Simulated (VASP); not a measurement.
# HfB (Fm-3m) in VASP: notebook

The runs below take HfB through single point, with LDA, PBE, r2SCAN.

Everything below comes from runs of VASP 6.6.1. Logs are shortened: lines on timing, memory, paths and dates and some standing lists are left out, and cuts for length are marked.

## Step 1: The cell of the first run

It takes space group Fm-3m (No. 225, cubic). The conventional cell has a = 4.589 Å, b = 4.589 Å, c = 4.589 Å, α = 90.00°, β = 90.00°, γ = 90.00°. Within 3.0 Å of Hf (site symmetry m-3m) lie 6 B at 2.29 Å. Within 3.0 Å of B (site symmetry m-3m) lie 6 Hf at 2.29 Å.

## Step 2: Single point, LDA

Contents of INCAR:

```
SYSTEM = HfB
PREC = Accurate
ENCUT = 520
EDIFF = 1E-6
ISMEAR = -1
SIGMA = 0.05
LREAL = .False.
LASPH = .True.
NELM = 60
ALGO = Normal
ISIF = 2
LWAVE = .False.
LCHARG = .False.
GGA = CA
NBANDS = 14
```

Contents of KPOINTS:

```
regular mesh
0
Gamma
  10 10 10
  0 0 0
```

Contents of POSCAR:

```
HfB
1.0
    0.0000000000      2.2944961772      2.2944961772
    2.2944961772      0.0000000000      2.2944961772
    2.2944961772      2.2944961772      0.0000000000
Hf B
1 1
Direct
    0.5000000000      0.5000000000      0.5000000000
    0.0000000000      0.0000000000      0.0000000000
```

Potentials or basis: VASP PAW LDA potentials, release 64 (Hf_pv, B).

On the command line:

```bash
> cat potpaw_LDA.64/Hf_pv/POTCAR potpaw_LDA.64/B/POTCAR > POTCAR
> mpirun -np 1 vasp_std > vasp.out
```

OUTCAR:

```text
SYSTEM = HfB
   PREC = Accurate
   ENCUT = 520
   EDIFF = 1E-6
   ISMEAR = -1
   LREAL = .False.
   LASPH = .True.
   NELM = 60
   ISIF = 2
   GGA = CA

 ion  position               nearest neighbor table
   1  0.500  0.500  0.500-   2 2.29   2 2.29   2 2.29   2 2.29   2 2.29   2 2.29
   2  0.000  0.000  0.000-   1 2.29   1 2.29   1 2.29   1 2.29   1 2.29   1 2.29

  LATTYP: Found a face centered cubic cell.
 ALAT       =     4.5889923544

  Lattice vectors:

 A1 = (   0.0000000000,   2.2944961772,   2.2944961772)
 A2 = (   2.2944961772,   0.0000000000,   2.2944961772)
 A3 = (   2.2944961772,   2.2944961772,   0.0000000000)

Analysis of symmetry for initial positions (statically):
=====================================================================
 Subroutine PRICEL returns:
 Original cell was already a primitive cell.

 Routine SETGRP: Setting up the symmetry group for a
 face centered cubic supercell.

 Subroutine GETGRP returns: Found 48 space group operations
 (whereof 48 operations were pure point group operations)
 out of a pool of 48 trial point group operations.

The static configuration has the point symmetry O_h .

Analysis of symmetry for dynamics (positions and initial velocities):
=====================================================================
 Subroutine PRICEL returns:
 Original cell was already a primitive cell.

 Routine SETGRP: Setting up the symmetry group for a
 face centered cubic supercell.

 Subroutine GETGRP returns: Found 48 space group operations
 (whereof 48 operations were pure point group operations)
 out of a pool of 48 trial point group operations.

The dynamic configuration has the point symmetry O_h .

 Subroutine INISYM returns: Found 48 space group operations
 (whereof 48 operations are pure point group operations),
 and found     1 'primitive' translations

----------------------------------------------------------------------------------------

                                     Primitive cell

  volume of cell :      24.1597

  direct lattice vectors                    reciprocal lattice vectors
     0.000000000  2.294496177  2.294496177    -0.217912762  0.217912762  0.217912762
     2.294496177  0.000000000  2.294496177     0.217912762 -0.217912762  0.217912762
     2.294496177  2.294496177  0.000000000     0.217912762  0.217912762 -0.217912762

  length of vectors
     3.244907613  3.244907613  3.244907613     0.377435976  0.377435976  0.377435976

  position of ions in fractional coordinates (direct lattice)
     0.500000000  0.500000000  0.500000000
     0.000000000  0.000000000  0.000000000

  ion indices of the primitive-cell ions
   primitive index   ion index
                 1           1
                 2           2

----------------------------------------------------------------------------------------

 KPOINTS: regular mesh

Automatic generation of k-mesh.
 Grid dimensions read from file:
 generate k-points for:   10   10   10

 Generating k-lattice:

  Cartesian coordinates                     Fractional coordinates (reciprocal lattice)
    -0.021791276  0.021791276  0.021791276     0.100000000  0.000000000  0.000000000
     0.021791276 -0.021791276  0.021791276     0.000000000  0.100000000  0.000000000
     0.021791276  0.021791276 -0.021791276     0.000000000  0.000000000  0.100000000

  Length of vectors
     0.037743598  0.037743598  0.037743598

  Shift w.r.t. Gamma in fractional coordinates (k-lattice)
     0.000000000  0.000000000  0.000000000

 Subroutine IBZKPT returns following result:
 ===========================================

 Found     47 irreducible k-points:

 Following reciprocal coordinates:
            Coordinates               Weight
  0.000000  0.000000  0.000000      1.000000
  0.100000  0.000000  0.000000      8.000000
  0.200000  0.000000  0.000000      8.000000
  0.300000  0.000000  0.000000      8.000000
  0.400000  0.000000  0.000000      8.000000
  0.500000  0.000000  0.000000      4.000000
[... 16 lines left out ...]
  0.300000  0.300000  0.000000      6.000000
  0.400000  0.300000  0.000000     24.000000
 [... further k-points ...]
   k-points           NKPTS =     47   k-points in BZ     NKDIM =     47   number of bands    NBANDS=     14
   number of dos      NEDOS =    301   number of ions     NIONS =      2
   total plane-waves  NPLWV =  13824
   dimension x,y,z NGX =    24 NGY =   24 NGZ =   24
   dimension x,y,z NGXF=    48 NGYF=   48 NGZF=   48
   ions per type =               1   1
   NGX,Y,Z   is equivalent  to a cutoff of  12.30, 12.30, 12.30 a.u.
   NGXF,Y,Z  is equivalent  to a cutoff of  24.59, 24.59, 24.59 a.u.
 SYSTEM =  HfB
   PREC   = accura    normal or accurate (medium, high low for compatibility)
   ISTART =      0    job   : 0-new  1-cont  2-samecut
   ICHARG =      2    charge: 1-file 2-atom 10-const
   ISPIN  =      1    spin polarized calculation?
   LNONCOLLINEAR =      F non collinear calculations
   LSORBIT =      F    spin-orbit coupling
   LASPH  =      T    aspherical Exc in radial PAW
   ENCUT  =  520.0 eV  38.22 Ry    6.18 a.u.   6.03  6.03  6.03*2*pi/ulx,y,z
   NELM   =     60;   NELMIN=  2; NELMDL= -5     # of ELM steps
   EDIFF  = 0.1E-05   stopping-criterion for ELM
   LREAL  =      F    real-space projection
   EDIFFG = 0.1E-04   stopping-criterion for IOM
   NSW    =      0    number of steps for IOM
   IBRION =     -1    ionic relax: 0-MD 1-quasi-New 2-CG
   NFREE  =      0    steps in history (QN), initial steepest desc. (CG)
   ISIF   =      2    stress and relaxation
   ISYM   =      2    0-nonsym 1-usesym 2-fastsym
   POTIM  = 0.5000    time-step for ionic-motion
   TEBEG  =    0.0;   TEEND  =   0.0 temperature during run
   PSTRESS=    0.0 pullay stress
   NELECT =      13.0000    total number of electrons
   NUPDOWN=      -1.0000    fix difference up-down
   EMIN   =  10.00;   EMAX   =-10.00  energy-range for DOS
   EFERMI =   0.00;   METHOD = LEGACY
   ISMEAR =    -1;   SIGMA  =   0.05  broadening in eV -4-tet -1-fermi 0-gaus
   EFERMI_NEDOS =   21; number of points for ismear=-14 and -15
   IALGO  =     38    algorithm
   IMIX   =      4    mixing-type and parameters
     AMIX     =   0.40;   BMIX     =  1.00
     AMIX_MAG =   1.60;   BMIX_MAG =  1.00
  volume/ion in A,a.u.               =      12.08        81.52
  Fermi-wavevector in a.u.,A,eV,Ry     =   1.331553  2.516271 24.123601  1.773035
  Thomas-Fermi vector in A             =   2.460556
   LORBIT       =      0    0 simple, 1 ext, 2 COOP (PROOUT), +10 PAW based schemes
   GGA     = CA    functional components
   LHFCALC =     F    Hartree Fock is set to
   AEXX    =    0.0000 exact exchange contribution
   IVDW    =     0    specifies the selected vdW correction
   LEPSILON=     F    determine dielectric tensor
   LRPA    =     F    only Hartree local field effects (RPA)
 non-spin polarized calculation
  energy-cutoff  :      520.00
  volume of cell :       24.16
 maximum number of plane-waves:       666
   NGX = 13   NGY = 13   NGZ = 13

 number of electron      13.0000002 magnetization

 Free energy of the ion-electron system (eV)
  ---------------------------------------------------
  ext. energy  EPLUGINS =         0.00000000
  ---------------------------------------------------
  free energy    TOTEN  =       -18.80186192 eV

  energy without entropy =      -18.79240944  energy(sigma->0) =      -18.79713568

 E-fermi :   5.2036     XC(G=0): -12.5488

 val. band max:        5.1571007555   @ k =  -0.2000   0.1000   0.0000
 cond. band min:       5.2307448712   @ k =   0.5000   0.3000   0.1000
 fundamental gap:      0.0736441157
 Fermi energy:         5.2036385503

 k-point     1 :       0.0000    0.0000    0.0000
  band No.  band energies     occupation
      1     -22.8272      2.00000
      2     -22.8272      2.00000
      3     -22.8272      2.00000
      4      -4.2731      2.00000
      5       7.3666      0.00000
      6       7.3666      0.00000
      7       7.3666      0.00000
      8       9.2408      0.00000
      9       9.2408      0.00000
     10       9.2408      0.00000
     11       9.4658      0.00000
     12       9.4658      0.00000
     13      17.0659      0.00000
     14      18.6506      0.00000

 k-point     2 :       0.1000    0.0000    0.0000
  band No.  band energies     occupation
      1     -22.9093      2.00000
      2     -22.8354      2.00000
      3     -22.8354      2.00000
      4      -3.9755      2.00000
      5       6.4829      0.00000
      6       7.0269      0.00000
      7       7.0269      0.00000
      8       8.1344      0.00000
      9       8.1344      0.00000
     10       9.6945      0.00000
     11      11.5044      0.00000
     12      11.5044      0.00000
     13      17.8103      0.00000
     14      18.9368      0.00000

 k-point     3 :       0.2000    0.0000    0.0000
  band No.  band energies     occupation
      1     -23.1181      2.00000
      2     -22.8568      2.00000
      3     -22.8568      2.00000
      4      -3.1486      2.00000
      5       4.9943      1.97008
      6       5.7325      0.00005
      7       5.7325      0.00005
      8       8.7102      0.00000
      9       8.7102      0.00000
     10      10.2127      0.00000
     11      13.9367      0.00000
     12      13.9367      0.00000
     13      19.2313      0.00000
     14      19.5873      0.00000
[... 324 lines left out ...]
 k-point    23 :       0.3000    0.3000    0.0000
  band No.  band energies     occupation
      1     -23.3210      2.00000
      2     -23.0146      2.00000
      3     -23.0146      2.00000
      4      -1.7289      2.00000
      5       3.1010      2.00000
      6       4.9009      1.99532
      7       6.9657      0.00000
      8       6.9657      0.00000
      9      10.7144      0.00000
     10      13.1506      0.00000
     11      13.1506      0.00000
     12      17.0838      0.00000
     13      19.5780      0.00000
     14      20.5804      0.00000

 k-point    24 :       0.4000    0.3000    0.0000
  band No.  band energies     occupation
      1     -23.4248      2.00000
      2     -23.0697      2.00000
      3     -23.0445      2.00000
      4      -1.2856      2.00000
      5       3.1202      2.00000
      6       4.3939      2.00000
      7       6.6223      0.00000
      8       7.4535      0.00000
      9      11.6472      0.00000
     10      13.2777      0.00000
     11      13.5647      0.00000
     12      18.0246      0.00000
     13      18.4590      0.00000
     14      19.6372      0.00000

 [... further k-points ...]
[... 5 lines left out ...]
  --------------------------------------------------------------------------------------
  -------------------------------------------------------------------------------------
  Total        3.7987180      3.7987180      3.7987180      0.0000000      0.0000000      0.0000000
  in kB      251.9159299    251.9159299    251.9159299      0.0000000      0.0000000      0.0000000
  external PRESSURE =     251.9159299 kB  Pullay stress =       0.0000000 kB

 VOLUME and BASIS-vectors are now :
 -----------------------------------------------------------------------------
  energy-cutoff  :      520.00
  volume of cell :       24.16
      direct lattice vectors                 reciprocal lattice vectors
     0.000000000  2.294496177  2.294496177    -0.217912762  0.217912762  0.217912762
     2.294496177  0.000000000  2.294496177     0.217912762 -0.217912762  0.217912762
     2.294496177  2.294496177  0.000000000     0.217912762  0.217912762 -0.217912762

 POSITION                                       TOTAL-FORCE (eV/Angst)
 -----------------------------------------------------------------------------------
      2.29450      2.29450      2.29450         0.000000     -0.000000      0.000000
      0.00000      0.00000      0.00000         0.000000      0.000000      0.000000
 -----------------------------------------------------------------------------------
    total drift:                               -0.000000     -0.000000      0.000000

  FREE ENERGIE OF THE ION-ELECTRON SYSTEM (eV)
  ---------------------------------------------------
  free  energy   TOTEN  =       -18.8018619183 eV

  energy  without entropy=      -18.7924094396  energy(sigma->0) =      -18.79713568
```

Run time: 5.6 s. Hardware: 1 thread of Intel Xeon 6975P-C (Granite Rapids), shared host; peak memory 0.13 GiB.

What came out:

```yaml
Free_energy: -18.8019 eV
Pressure: 25.2 GPa
```

Levels at points of the mesh, in eV from the Fermi level:
```
           k point  band 5  band 6  band 7  band 8  band 9  band 10
(0.00, 0.00, 0.00)    2.16    2.16    2.16    4.04    4.04     4.04
(0.50, 0.00, 0.00)   -3.75   -1.41   -1.41    6.58    6.58     7.69
(0.50, 0.50, 0.00)   -1.17   -0.71    2.51    2.51    6.34     7.99
```

Caveat: spin-orbit coupling is left out, which moves the levels of the heavy elements.

## Step 3: Single point, LDA

This run uses another cell than the first one, of 12.82 Å³/atom, 1.061 times its volume.

Contents of INCAR:

```
  PREC = Accurate
  ENCUT = 520
  EDIFF = 1E-6
  ISMEAR = -1
  SIGMA = 0.05
  LREAL = F
  LASPH = T
  NELM = 60
  ALGO = Normal
  ISIF = 2
  LWAVE = F
  LCHARG = F
  GGA = CA
  NBANDS = 14
```

Contents of KPOINTS:

```
Automatic mesh
0
Gamma
  10 10 10
```

Contents of POSCAR:

```
HfB
1.0
    0.0000000000      2.3403982228      2.3403982228
    2.3403982228      0.0000000000      2.3403982228
    2.3403982228      2.3403982228      0.0000000000
Hf B
1 1
Direct
    0.5000000000      0.5000000000      0.5000000000
    0.0000000000      0.0000000000      0.0000000000
```

Potentials or basis: VASP PAW LDA potentials, release 64 (Hf_pv, B).

On the command line:

```bash
> cat potpaw_LDA.64/Hf_pv/POTCAR potpaw_LDA.64/B/POTCAR > POTCAR
> mpirun -np 1 vasp_std > vasp.out
```

It took 8.7 s on 1 thread of Intel Xeon 6975P-C (Granite Rapids), shared host; peak memory 0.15 GiB.

The run converged. Its results:

| Item | Value |
| --- | --- |
| Free energy | -18.9622 eV |
| Pressure | 10.0 GPa |

Levels at points of the mesh, in eV from the Fermi level:
```
           k point  band 5  band 6  band 7  band 8  band 9  band 10
(0.00, 0.00, 0.00)    2.10    2.10    2.10    3.87    3.87     3.87
(0.50, 0.00, 0.00)   -3.97   -1.30   -1.30    6.18    6.18     7.18
(0.50, 0.50, 0.00)   -1.01   -0.89    2.31    2.31    5.95     7.47
```

Caveat: spin-orbit coupling is left out, which moves the levels of the heavy elements.

## Step 4: Single point, PBE

This run uses another cell than the first one, of 12.82 Å³/atom, 1.061 times its volume.

Contents of INCAR:

```
SYSTEM = HfB
PREC = Accurate
ENCUT = 520
EDIFF = 1E-7
ISMEAR = -1
SIGMA = 0.05
LREAL = .False.
LASPH = .True.
NELM = 80
ALGO = Normal
ISIF = 2
LWAVE = .False.
LCHARG = .False.
GGA = PE
NBANDS = 14
```

Contents of KPOINTS:

```
regular mesh
0
Gamma
  10 10 10
  0 0 0
```

POSCAR is that of step 3.

Potentials or basis: VASP PAW PBE potentials, release 64 (Hf_pv, B).

On the command line:

```bash
> cat potpaw_PBE.64/Hf_pv/POTCAR potpaw_PBE.64/B/POTCAR > POTCAR
> mpirun -np 1 vasp_std > vasp.out
```

It took 12 s on 1 thread of Intel Xeon 6975P-C (Granite Rapids), shared host; peak memory 0.16 GiB.

Results (log left out):

- Free energy: -17.3047 eV
- Pressure: 20.2 GPa

Levels at points of the mesh, in eV from the Fermi level:
```csv
k point,band 5,band 6,band 7,band 8,band 9,band 10
"(0.00, 0.00, 0.00)",2.18,2.18,2.18,3.86,3.86,3.86
"(0.50, 0.00, 0.00)",-4.19,-1.28,-1.28,6.30,6.30,7.28
"(0.50, 0.50, 0.00)",-1.01,-0.98,2.26,2.26,6.02,7.60
```

Caveat: spin-orbit coupling is left out, which moves the levels of the heavy elements.

## Step 5: Single point, LDA

This run uses another cell than the first one, of 13.07 Å³/atom, 1.082 times its volume.

Contents of INCAR:

```
SYSTEM = HfB
PREC = Accurate ; ENCUT = 520
EDIFF = 1E-6 ; ISMEAR = -1
SIGMA = 0.05 ; LREAL = .False.
LASPH = .True. ; NELM = 80
ALGO = Normal ; ISIF = 2
LWAVE = .False. ; LCHARG = .False.
GGA = CA ; NBANDS = 14
```

Contents of KPOINTS:

```
Automatic mesh
0
Gamma
  10 10 10
  0 0 0
```

Contents of POSCAR:

```
HfB
1.0
    0.0000000000      2.3553056198      2.3553056198
    2.3553056198      0.0000000000      2.3553056198
    2.3553056198      2.3553056198      0.0000000000
Hf B
1 1
Direct
    0.5000000000      0.5000000000      0.5000000000
    0.0000000000      0.0000000000      0.0000000000
```

Potentials or basis: VASP PAW LDA potentials, release 64 (Hf_pv, B).

On the command line:

```bash
> cat potpaw_LDA.64/Hf_pv/POTCAR potpaw_LDA.64/B/POTCAR > POTCAR
> mpirun -np 1 vasp_std > vasp.out
```

Wall time 9.4 s (1 thread of Intel Xeon 6975P-C (Granite Rapids), shared host); peak memory 0.15 GiB.

Results (log left out):

```yaml
Free_energy: -18.9869 eV
Pressure: 5.8 GPa
```

Levels at points of the mesh, in eV from the Fermi level:
```csv
k point,band 3,band 4,band 5,band 6,band 7,band 8,band 9,band 10,band 11,band 12
"(0.00, 0.00, 0.00)",-28.44,-9.23,2.08,2.08,2.08,3.82,3.82,3.82,3.97,3.97
"(0.50, 0.00, 0.00)",-28.50,-4.79,-4.04,-1.26,-1.26,6.06,6.06,7.02,8.27,13.52
"(0.50, 0.50, 0.00)",-28.65,-6.43,-0.96,-0.94,2.25,2.25,5.83,7.31,7.31,8.63
```

Caveat: spin-orbit coupling is left out, which moves the levels of the heavy elements.

(Continued in part 2 of 2.)
